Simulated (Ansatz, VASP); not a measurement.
Two plane-wave programs on W

```
W
1.0
    -1.72097    1.72097    1.34236
     1.72097   -1.72097    1.34236
     1.72097    1.72097   -1.34236
W
1
Direct
  0.00000 0.00000 0.00000
```

Alike in both runs: task single point; functional r2SCAN; k mesh 30 × 30 × 30; occupations gaussian, width 0.15 eV; no spin polarisation.

|  | VASP | Ansatz |
| --- | --- | --- |
| version | VASP 6.6.1 | Ansatz 0.2.0 |
| potentials or method | VASP PAW PBE potentials, release 64 (W_sv), cutoff 520 eV | scalar-relativistic, plane waves, PAW |
| valence electrons in the cell | 14 | 14 |

```tsv
	VASP	Ansatz	Ansatz less VASP
gap on the k mesh at the Fermi level (eV)	none	none	-
pressure (GPa)	10.7	9.4	-1.31
traceless stress, the component that is largest in VASP (GPa)	21.14	21.17	+0.030
```

VASP's potentials were made for PBE, not for r2SCAN. A gap of «none» marks a metal or a gap that the smearing closes. The functional is the same, so the differences come from potentials, cutoffs and numerics.

Spin-orbit coupling is off throughout.
